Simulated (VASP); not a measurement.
# YN (Fm-3m) in VASP: further runs

Runs on YN. Level: PBE. Tasks: single point.

Program: VASP 6.6.1. These are calculated values, not measurements. Logs are shortened: lines on timing, memory, paths and dates and some standing lists are left out, and cuts for length are marked.

## (1) The cell of the first run

Symmetry: Fm-3m, No. 225, cubic system. The conventional cell has a = 4.877 Å, b = 4.877 Å, c = 4.877 Å, α = 90.00°, β = 90.00°, γ = 90.00°. Within 3.2 Å of Y (site symmetry m-3m) lie 6 N at 2.44 Å. Within 3.2 Å of N (site symmetry m-3m) lie 6 Y at 2.44 Å.

## (2) Single point, PBE

Contents of INCAR:

```
SYSTEM = YN
ALGO = Normal
EDIFF = 1E-6
ENCUT = 600
GGA = PE
GGA_COMPAT = .False.
ISIF = 2
ISMEAR = -1
LASPH = .True.
LCHARG = .False.
LREAL = .False.
LWAVE = .False.
NBANDS = 15
NELM = 120
PREC = Accurate
SIGMA = 0.03
```

Contents of KPOINTS:

```
k-points
0
Gamma
  10 10 10
  0 0 0
```

Contents of POSCAR:

```
YN
1.0
    0.0000000000      2.4385000000      2.4385000000
    2.4385000000      0.0000000000      2.4385000000
    2.4385000000      2.4385000000      0.0000000000
Y N
1 1
Direct
    0.0000000000      0.0000000000      0.0000000000
    0.5000000000      0.5000000000      0.5000000000
```

Potentials or basis: VASP PAW PBE potentials, release 64 (Y_sv, N).

Command:

```
> cat potpaw_PBE.64/Y_sv/POTCAR potpaw_PBE.64/N/POTCAR > POTCAR
> mpirun -np 1 vasp_std > vasp.out
```

OUTCAR:

```text
SYSTEM = YN
   EDIFF = 1E-6
   ENCUT = 600
   GGA = PE
   ISIF = 2
   ISMEAR = -1
   LASPH = .True.
   LREAL = .False.
   NELM = 120
   PREC = Accurate

 ion  position               nearest neighbor table
   1  0.000  0.000  0.000-   2 2.44   2 2.44   2 2.44   2 2.44   2 2.44   2 2.44
   2  0.500  0.500  0.500-   1 2.44   1 2.44   1 2.44   1 2.44   1 2.44   1 2.44

  LATTYP: Found a face centered cubic cell.
 ALAT       =     4.8770000000

  Lattice vectors:

 A1 = (   0.0000000000,   2.4385000000,   2.4385000000)
 A2 = (   2.4385000000,   0.0000000000,   2.4385000000)
 A3 = (   2.4385000000,   2.4385000000,   0.0000000000)

Analysis of symmetry for initial positions (statically):
=====================================================================
 Subroutine PRICEL returns:
 Original cell was already a primitive cell.

 Routine SETGRP: Setting up the symmetry group for a
 face centered cubic supercell.

 Subroutine GETGRP returns: Found 48 space group operations
 (whereof 48 operations were pure point group operations)
 out of a pool of 48 trial point group operations.

The static configuration has the point symmetry O_h .

Analysis of symmetry for dynamics (positions and initial velocities):
=====================================================================
 Subroutine PRICEL returns:
 Original cell was already a primitive cell.

 Routine SETGRP: Setting up the symmetry group for a
 face centered cubic supercell.

 Subroutine GETGRP returns: Found 48 space group operations
 (whereof 48 operations were pure point group operations)
 out of a pool of 48 trial point group operations.

The dynamic configuration has the point symmetry O_h .

 Subroutine INISYM returns: Found 48 space group operations
 (whereof 48 operations are pure point group operations),
 and found     1 'primitive' translations

----------------------------------------------------------------------------------------

                                     Primitive cell

  volume of cell :      29.0000

  direct lattice vectors                    reciprocal lattice vectors
     0.000000000  2.438500000  2.438500000    -0.205044084  0.205044084  0.205044084
     2.438500000  0.000000000  2.438500000     0.205044084 -0.205044084  0.205044084
     2.438500000  2.438500000  0.000000000     0.205044084  0.205044084 -0.205044084

  length of vectors
     3.448559772  3.448559772  3.448559772     0.355146772  0.355146772  0.355146772

  position of ions in fractional coordinates (direct lattice)
     0.000000000  0.000000000  0.000000000
     0.500000000  0.500000000  0.500000000

  ion indices of the primitive-cell ions
   primitive index   ion index
                 1           1
                 2           2

----------------------------------------------------------------------------------------

 KPOINTS: k-points

Automatic generation of k-mesh.
 Grid dimensions read from file:
 generate k-points for:   10   10   10

 Generating k-lattice:

  Cartesian coordinates                     Fractional coordinates (reciprocal lattice)
    -0.020504408  0.020504408  0.020504408     0.100000000  0.000000000  0.000000000
     0.020504408 -0.020504408  0.020504408     0.000000000  0.100000000  0.000000000
     0.020504408  0.020504408 -0.020504408     0.000000000  0.000000000  0.100000000

  Length of vectors
     0.035514677  0.035514677  0.035514677

  Shift w.r.t. Gamma in fractional coordinates (k-lattice)
     0.000000000  0.000000000  0.000000000

 Subroutine IBZKPT returns following result:
 ===========================================

 Found     47 irreducible k-points:

 Following reciprocal coordinates:
            Coordinates               Weight
  0.000000  0.000000  0.000000      1.000000
  0.100000  0.000000  0.000000      8.000000
  0.200000  0.000000  0.000000      8.000000
  0.300000  0.000000  0.000000      8.000000
  0.400000  0.000000  0.000000      8.000000
  0.500000  0.000000  0.000000      4.000000
[... 16 lines left out ...]
  0.300000  0.300000  0.000000      6.000000
  0.400000  0.300000  0.000000     24.000000
 [... further k-points ...]
   k-points           NKPTS =     47   k-points in BZ     NKDIM =     47   number of bands    NBANDS=     15
   number of dos      NEDOS =    301   number of ions     NIONS =      2
   total plane-waves  NPLWV =  21952
   dimension x,y,z NGX =    28 NGY =   28 NGZ =   28
   dimension x,y,z NGXF=    56 NGYF=   56 NGZF=   56
   ions per type =               1   1
   NGX,Y,Z   is equivalent  to a cutoff of  13.50, 13.50, 13.50 a.u.
   NGXF,Y,Z  is equivalent  to a cutoff of  27.00, 27.00, 27.00 a.u.
 SYSTEM =  YN
   PREC   = accura    normal or accurate (medium, high low for compatibility)
   ISTART =      0    job   : 0-new  1-cont  2-samecut
   ICHARG =      2    charge: 1-file 2-atom 10-const
   ISPIN  =      1    spin polarized calculation?
   LNONCOLLINEAR =      F non collinear calculations
   LSORBIT =      F    spin-orbit coupling
   LASPH  =      T    aspherical Exc in radial PAW
   ENCUT  =  600.0 eV  44.10 Ry    6.64 a.u.   6.89  6.89  6.89*2*pi/ulx,y,z
   NELM   =    120;   NELMIN=  2; NELMDL= -5     # of ELM steps
   EDIFF  = 0.1E-05   stopping-criterion for ELM
   LREAL  =      F    real-space projection
   EDIFFG = 0.1E-04   stopping-criterion for IOM
   NSW    =      0    number of steps for IOM
   IBRION =     -1    ionic relax: 0-MD 1-quasi-New 2-CG
   NFREE  =      0    steps in history (QN), initial steepest desc. (CG)
   ISIF   =      2    stress and relaxation
   ISYM   =      2    0-nonsym 1-usesym 2-fastsym
   POTIM  = 0.5000    time-step for ionic-motion
   TEBEG  =    0.0;   TEEND  =   0.0 temperature during run
   PSTRESS=    0.0 pullay stress
   NELECT =      16.0000    total number of electrons
   NUPDOWN=      -1.0000    fix difference up-down
   EMIN   =  10.00;   EMAX   =-10.00  energy-range for DOS
   EFERMI =   0.00;   METHOD = LEGACY
   ISMEAR =    -1;   SIGMA  =   0.03  broadening in eV -4-tet -1-fermi 0-gaus
   EFERMI_NEDOS =   21; number of points for ismear=-14 and -15
   IALGO  =     38    algorithm
   IMIX   =      4    mixing-type and parameters
     AMIX     =   0.40;   BMIX     =  1.00
     AMIX_MAG =   1.60;   BMIX_MAG =  1.00
  volume/ion in A,a.u.               =      14.50        97.85
  Fermi-wavevector in a.u.,A,eV,Ry     =   1.342710  2.537353 24.529520  1.802869
  Thomas-Fermi vector in A             =   2.470842
   LORBIT       =      0    0 simple, 1 ext, 2 COOP (PROOUT), +10 PAW based schemes
   GGA     = PE    functional components
   LHFCALC =     F    Hartree Fock is set to
   AEXX    =    0.0000 exact exchange contribution
   IVDW    =     0    specifies the selected vdW correction
   LEPSILON=     F    determine dielectric tensor
   LRPA    =     F    only Hartree local field effects (RPA)
 non-spin polarized calculation
  energy-cutoff  :      600.00
  volume of cell :       29.00
 maximum number of plane-waves:       982
   NGX = 13   NGY = 13   NGZ = 13

 number of electron      16.0000002 magnetization

 Free energy of the ion-electron system (eV)
  ---------------------------------------------------
  ext. energy  EPLUGINS =         0.00000000
  ---------------------------------------------------
  free energy    TOTEN  =       -18.22595180 eV

  energy without entropy =      -18.22587910  energy(sigma->0) =      -18.22591545

 E-fermi :   4.2852     XC(G=0): -11.2821

 val. band max:        4.1969999545   @ k =   0.0000   0.0000   0.0000
 cond. band min:       4.3733222340   @ k =   0.5000   0.5000   0.0000
 fundamental gap:      0.1763222795
 Fermi energy:         4.2852187031

 k-point     1 :       0.0000    0.0000    0.0000
  band No.  band energies     occupation
      1     -36.6023      2.00000
      2     -16.2393      2.00000
      3     -16.2393      2.00000
      4     -16.2393      2.00000
      5      -8.7366      2.00000
      6       4.1970      1.89964
      7       4.1970      1.89964
      8       4.1970      1.89964
      9       7.3498      0.00000
     10       7.3498      0.00000
     11       7.3498      0.00000
     12       8.4179      0.00000
     13       9.3471      0.00000
     14       9.3471      0.00000
     15      15.0552      0.00000

 k-point     2 :       0.1000    0.0000    0.0000
  band No.  band energies     occupation
      1     -36.5907      2.00000
      2     -16.3668      2.00000
      3     -16.2476      2.00000
      4     -16.2476      2.00000
      5      -8.5586      2.00000
      6       3.5707      2.00000
      7       3.8541      2.00000
      8       3.8541      2.00000
      9       7.4273      0.00000
     10       7.5970      0.00000
     11       7.5970      0.00000
     12       8.9963      0.00000
     13       9.8574      0.00000
     14       9.8574      0.00000
     15      15.7083      0.00000

 k-point     3 :       0.2000    0.0000    0.0000
  band No.  band energies     occupation
      1     -36.5601      2.00000
      2     -16.6794      2.00000
      3     -16.2691      2.00000
      4     -16.2691      2.00000
      5      -8.1058      2.00000
      6       2.3615      2.00000
      7       3.1604      2.00000
      8       3.1604      2.00000
      9       7.6528      0.00000
     10       8.2541      0.00000
     11       8.2541      0.00000
     12      10.2112      0.00000
     13      11.0765      0.00000
     14      11.0765      0.00000
     15      17.2563      0.00000
[... 343 lines left out ...]
 k-point    23 :       0.3000    0.3000    0.0000
  band No.  band energies     occupation
      1     -36.4961      2.00000
      2     -16.8978      2.00000
      3     -16.4586      2.00000
      4     -16.4586      2.00000
      5      -7.9783      2.00000
      6       1.5931      2.00000
      7       3.6890      2.00000
      8       3.6890      2.00000
      9       5.1334      0.00000
     10      10.2386      0.00000
     11      10.3930      0.00000
     12      10.8634      0.00000
     13      10.8634      0.00000
     14      14.4995      0.00000
     15      19.9129      0.00000

 k-point    24 :       0.4000    0.3000    0.0000
  band No.  band energies     occupation
      1     -36.4718      2.00000
      2     -17.0102      2.00000
      3     -16.5267      2.00000
      4     -16.4924      2.00000
      5      -7.9658      2.00000
      6       1.8035      2.00000
      7       3.2373      2.00000
      8       3.5045      2.00000
      9       5.3394      0.00000
     10      10.9043      0.00000
     11      11.0407      0.00000
     12      11.4203      0.00000
     13      11.4248      0.00000
     14      14.6751      0.00000
     15      17.8919      0.00000

 [... further k-points ...]
[... 5 lines left out ...]
  --------------------------------------------------------------------------------------
  -------------------------------------------------------------------------------------
  Total        0.4865551      0.4865551      0.4865551      0.0000000      0.0000000      0.0000000
  in kB       26.8809338     26.8809338     26.8809338      0.0000000      0.0000000      0.0000000
  external PRESSURE =      26.8809338 kB  Pullay stress =       0.0000000 kB

 VOLUME and BASIS-vectors are now :
 -----------------------------------------------------------------------------
  energy-cutoff  :      600.00
  volume of cell :       29.00
      direct lattice vectors                 reciprocal lattice vectors
     0.000000000  2.438500000  2.438500000    -0.205044084  0.205044084  0.205044084
     2.438500000  0.000000000  2.438500000     0.205044084 -0.205044084  0.205044084
     2.438500000  2.438500000  0.000000000     0.205044084  0.205044084 -0.205044084

 POSITION                                       TOTAL-FORCE (eV/Angst)
 -----------------------------------------------------------------------------------
      0.00000      0.00000      0.00000         0.000000     -0.000000     -0.000000
      2.43850      2.43850      2.43850        -0.000000      0.000000      0.000000
 -----------------------------------------------------------------------------------
    total drift:                                0.000000      0.000000      0.000000

  FREE ENERGIE OF THE ION-ELECTRON SYSTEM (eV)
  ---------------------------------------------------
  free  energy   TOTEN  =       -18.2259518001 eV

  energy  without entropy=      -18.2258791033  energy(sigma->0) =      -18.22591545
```

It took 23 s on 1 thread of Intel Xeon Platinum 8259CL at 2.50GHz (Skylake/Cascade Lake), shared host; peak memory 0.19 GiB.

Results:

| Item | Value |
| --- | --- |
| Free energy | -18.2260 eV |
| Pressure | 2.7 GPa |
| Band gap on the k mesh | 0.18 eV, indirect (least direct gap 0.56 eV) |

Levels at points of the mesh, in eV from the valence-band top:
```tsv
k point	band 4	band 5	band 6	band 7	band 8	band 9	band 10	band 11	band 12	band 13
(0.00, 0.00, 0.00)	-20.44	-12.93	0.00	0.00	0.00	3.15	3.15	3.15	4.22	5.15
(0.50, 0.00, 0.00)	-20.52	-11.14	-4.10	-2.27	-2.27	5.74	6.42	6.42	6.78	10.26
(0.50, 0.50, 0.00)	-20.77	-12.50	-1.48	-0.38	-0.38	0.18	6.90	7.30	7.97	7.97
```

## (3) Single point, PBE

Contents of INCAR:

```
PREC     = Accurate       # precision mode
ENCUT    = 600            # plane-wave cutoff, eV
EDIFF    = 1E-6           # SCF threshold, eV
ISMEAR   = -1             # smearing method
SIGMA    = 0.03           # smearing width, eV
LREAL    = False          # projectors in reciprocal space
LASPH    = True           # aspherical terms in the spheres
NELM     = 120            # most SCF steps
ALGO     = Normal         # electronic algorithm
ISIF     = 2              # what is computed and relaxed
LWAVE    = False          # write WAVECAR
LCHARG   = True           # write CHGCAR
GGA      = PE             # functional
LELF     = True           # ELF
LVHAR    = True         
NBANDS   = 15             # bands
GGA_COMPAT= False
```

Contents of KPOINTS:

```
Automatic mesh
0
Gamma
  10 10 10
```

POSCAR is that of step 2.

Potentials or basis: VASP PAW PBE potentials, release 64 (Y_sv, N).

Command:

```
> cat potpaw_PBE.64/Y_sv/POTCAR potpaw_PBE.64/N/POTCAR > POTCAR
> mpirun -np 1 vasp_std > vasp.out
```

OUTCAR:

```text
PREC = Accurate
   ENCUT = 600
   EDIFF = 1E-6
   ISMEAR = -1
   LREAL = False
   LASPH = True
   NELM = 120
   ISIF = 2
   GGA = PE

 ion  position               nearest neighbor table
   1  0.000  0.000  0.000-   2 2.44   2 2.44   2 2.44   2 2.44   2 2.44   2 2.44
   2  0.500  0.500  0.500-   1 2.44   1 2.44   1 2.44   1 2.44   1 2.44   1 2.44

  LATTYP: Found a face centered cubic cell.
 ALAT       =     4.8770000000

  Lattice vectors:

 A1 = (   0.0000000000,   2.4385000000,   2.4385000000)
 A2 = (   2.4385000000,   0.0000000000,   2.4385000000)
 A3 = (   2.4385000000,   2.4385000000,   0.0000000000)

Analysis of symmetry for initial positions (statically):
=====================================================================
 Subroutine PRICEL returns:
 Original cell was already a primitive cell.

 Routine SETGRP: Setting up the symmetry group for a
 face centered cubic supercell.

 Subroutine GETGRP returns: Found 48 space group operations
 (whereof 48 operations were pure point group operations)
 out of a pool of 48 trial point group operations.

The static configuration has the point symmetry O_h .

Analysis of symmetry for dynamics (positions and initial velocities):
[... 169 lines left out ...]
      3     -16.2393      2.00000
      4     -16.2393      2.00000
      5      -8.7366      2.00000
      6       4.1970      1.89964
      7       4.1970      1.89964
      8       4.1970      1.89964
      9       7.3498      0.00000
     10       7.3498      0.00000
     11       7.3498      0.00000
     12       8.4179      0.00000
     13       9.3471      0.00000
     14       9.3471      0.00000
[... 401 lines left out ...]
      2     -17.0102      2.00000
      3     -16.5267      2.00000
      4     -16.4924      2.00000
      5      -7.9658      2.00000
      6       1.8035      2.00000
      7       3.2373      2.00000
      8       3.5045      2.00000
      9       5.3394      0.00000
     10      10.9043      0.00000
     11      11.0407      0.00000
     12      11.4203      0.00000
     13      11.4248      0.00000
     14      14.6751      0.00000
     15      17.8919      0.00000

 [... further k-points ...]
[... 5 lines left out ...]
  --------------------------------------------------------------------------------------
  -------------------------------------------------------------------------------------
  Total        0.4865551      0.4865551      0.4865551      0.0000000      0.0000000      0.0000000
  in kB       26.8809338     26.8809338     26.8809338      0.0000000      0.0000000      0.0000000
  external PRESSURE =      26.8809338 kB  Pullay stress =       0.0000000 kB

 VOLUME and BASIS-vectors are now :
 -----------------------------------------------------------------------------
  energy-cutoff  :      600.00
  volume of cell :       29.00
      direct lattice vectors                 reciprocal lattice vectors
     0.000000000  2.438500000  2.438500000    -0.205044084  0.205044084  0.205044084
     2.438500000  0.000000000  2.438500000     0.205044084 -0.205044084  0.205044084
     2.438500000  2.438500000  0.000000000     0.205044084  0.205044084 -0.205044084

 POSITION                                       TOTAL-FORCE (eV/Angst)
 -----------------------------------------------------------------------------------
      0.00000      0.00000      0.00000         0.000000     -0.000000     -0.000000
      2.43850      2.43850      2.43850        -0.000000      0.000000      0.000000
 -----------------------------------------------------------------------------------
    total drift:                                0.000000      0.000000      0.000000

  FREE ENERGIE OF THE ION-ELECTRON SYSTEM (eV)
  ---------------------------------------------------
  free  energy   TOTEN  =       -18.2259518001 eV

  energy  without entropy=      -18.2258791033  energy(sigma->0) =      -18.22591545
```

Run time: 24 s. Hardware: 1 thread of Intel Xeon Platinum 8259CL at 2.50GHz (Skylake/Cascade Lake), shared host; peak memory 0.19 GiB.

Results:

```yaml
Free_energy: -18.2260 eV
Pressure: 2.7 GPa
Band_gap_on_the_k_mesh: 0.18 eV, indirect (least direct gap 0.56 eV)
```

A k mesh can miss the band edges.
